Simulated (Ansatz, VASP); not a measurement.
**One calculation of KTaO3, two programs**

```xyz
5
Lattice="3.9901 0.0000 0.0000 0.0000 3.9901 0.0000 0.0000 0.0000 4.1497" Properties=species:S:1:pos:R:3 pbc="T T T"
K     0.0000    0.0000    0.0000
Ta    1.9951    1.9951    2.0749
O     1.9951    1.9951    0.0000
O     1.9951    0.0000    2.0749
O     0.0000    1.9951    2.0749
```

Change from the starting cell: uniaxial_z strain +4.0%.

Alike in both runs: task single point; functional HSE06; k mesh 4 × 4 × 4; no spin polarisation.

|  | VASP | Ansatz |
| --- | --- | --- |
| version | VASP 6.6.1 | Ansatz 0.2.0 |
| potentials or method | VASP PAW PBE potentials, release 64 (K_sv, Ta_pv, O) | plane waves, PAW |
| plane-wave cutoff (eV) | 520 | 420 |
| occupations | gaussian, width 0.01 eV | fixed |
| valence electrons in the cell | 38 | 40 |

```csv
,VASP,Ansatz,Ansatz less VASP
gap on the k mesh at the Fermi level (eV),3.32,3.40,+0.082
pressure (GPa),-7.4,-7.6,-0.22
"traceless stress, the component that is largest in VASP (GPa)",-7.98,-7.90,+0.078
```

VASP's potentials hold 38 valence electrons a cell and Ansatz's 40, so a difference there can come from the potentials and not from the codes. Ansatz's warnings: stress exchange threshold loose, stress scf threshold loose.

Spin-orbit coupling is off throughout.
